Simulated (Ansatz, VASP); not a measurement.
## One calculation of KMgF3, two programs

Contents of INCAR:

```
ALGO = Normal
EDIFF = 1E-7
EDIFFG = -0.005
ENCUT = 600
GGA = PS
GGA_COMPAT = F
IBRION = 2
ISIF = 3
ISMEAR = 0
LASPH = T
LCHARG = F
LREAL = F
LWAVE = F
NELM = 120
NELMIN = 4
NSW = 100
PREC = Accurate
SIGMA = 0.02
```

Contents of KPOINTS:

```
k-points
0
Gamma
  6 6 6
```

File POSCAR:

```
KMgF3
1.0
    3.9784682300      0.0000000000      0.0000000000
    0.0000000000      3.9784682300      0.0000000000
    0.0000000000      0.0000000000      3.9784682300
K Mg F
1 1 3
Direct
    0.5000000000      0.5000000000      0.5000000000
    0.0000000000      0.0000000000      0.0000000000
    0.0000000000      0.5000000000      0.0000000000
    0.0000000000      0.0000000000      0.5000000000
    0.5000000000      0.0000000000      0.0000000000
```

Input for Ansatz:

```yaml
crystal:
  lattice:
    - [3.97846823, 0.0, 0.0]
    - [0.0, 3.97846823, 0.0]
    - [0.0, 0.0, 3.97846823]
  atoms:
    - { symbol: K, position: [0.5, 0.5, 0.5] }
    - { symbol: Mg, position: [0.0, 0.0, 0.0] }
    - { symbol: F, position: [0.0, 0.5, 0.0] }
    - { symbol: F, position: [0.0, 0.0, 0.5] }
    - { symbol: F, position: [0.5, 0.0, 0.0] }
basis:
  ecutwfc: 420
kpoints:
  mp_grid: { grid: [6, 6, 6] }
hamiltonian:
  xc: pbesol
scf:
  occupations: { method: gaussian, width: 0.02 }
output:
  forces: true
  stress: true
  eigenvalues: true
relax:
  adjacent_minimum: "off"
  f_tol: 0.005
  max_steps: 80
  cell: { stress_tol: 0.05 }
```

Alike in both runs: task relaxation of cell and atoms; functional PBEsol; k mesh 6 × 6 × 6; occupations gaussian, width 0.02 eV; no spin polarisation.

```csv
,VASP,Ansatz
version,VASP 6.6.1,Ansatz 0.2.0
potentials or method,"VASP PAW PBE potentials, release 64 (K_sv, Mg, F), cutoff 600 eV","scalar-relativistic, plane waves, PAW"
valence electrons in the cell,32,40
```

|  | VASP | Ansatz | Ansatz less VASP |
| --- | --- | --- | --- |
| gap on the k mesh at the Fermi level, each at its own relaxed structure (eV) | 7.14 | 7.12 | -0.029 |
| relaxed volume (Å³/atom) | 12.63 | 12.72 | +0.085 |
| relaxed cell length with the largest relative difference (Å) | 3.982 | 3.991 | +0.0089 |

VASP's potentials were made for PBE, not for PBEsol. VASP's potentials hold 32 valence electrons a cell and Ansatz's 40, so a difference there can come from the potentials and not from the codes.
